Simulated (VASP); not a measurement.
Write the native input for VASP 6.6.1 that does the following.

| Item | Value |
| --- | --- |
| Task | relaxation of cell and atoms |
| Functional | PBEsol |
| Potentials or basis | VASP PAW PBE potentials, release 64 (Sb) |
| Cutoff | 500 eV |
| k mesh | 7 × 7 × 4 |
| Occupations | methfessel-paxton, width 0.1 eV |
| Spin | no spin polarisation |
| Dipole correction | no |
| Further INCAR settings | ALGO = Normal; EDIFF = 1e-07; IBRION = 2; EDIFFG = -0.01; NSW = 80; ISIF = 3 |

The structure of Sb lies in POSCAR:

```
Sb
1.0
    3.5000000000      0.0000000000      0.0000000000
   -1.7500000000      3.0310889132      0.0000000000
    0.0000000000      0.0000000000      5.7155000000
Sb
2
Direct
    0.3333333333      0.6666666667      0.2500000000
    0.6666666667      0.3333333333      0.7500000000
```

One way to write it, as run:

INCAR

```
SYSTEM = Sb
PREC = Accurate
ENCUT = 500
EDIFF = 1E-7
ISMEAR = 1
SIGMA = 0.1
LREAL = .False.
LASPH = .True.
NELM = 120
ALGO = Normal
ISIF = 3
LWAVE = .False.
LCHARG = .False.
GGA = PS
IBRION = 2
NSW = 80
EDIFFG = -0.01
GGA_COMPAT = .False.
NELMIN = 4
```

KPOINTS

```
Automatic mesh
0
Gamma
  7 7 4
  0 0 0
```

Potentials or basis: VASP PAW PBE potentials, release 64 (Sb).

The run is started by

```bash
$ cat potpaw_PBE.64/Sb/POTCAR > POTCAR
$ mpirun -np 1 vasp_std > vasp.out
```

Results of the run:

```json
{"Relaxed volume": "26.11 Å³/atom", "Relaxed cell": "a = 3.349 Å, b = 3.349 Å, c = 5.375 Å, α = 90.00°, β = 90.00°, γ = 120.00°", "Space group after relaxing (to 0.05 Å)": "P6_3/mmc (No. 194)", "Energy gained by relaxing": "111.6 meV/atom", "Ionic steps": "8", "Pressure after relaxing": "0.0 GPa", "Band gap on the k mesh": "zero (band 5 reaches 13.17 eV, above the bottom of band 6 at 6.06 eV)"}
```

Caveat: the PAW data sets were made with another functional, which shifts forces and pressure a little; spin-orbit coupling is left out, which moves the levels of the heavy elements.

Wall time 56 s on 1 thread of Intel Xeon 6975P-C (shared host), peak memory 0.19 GiB.
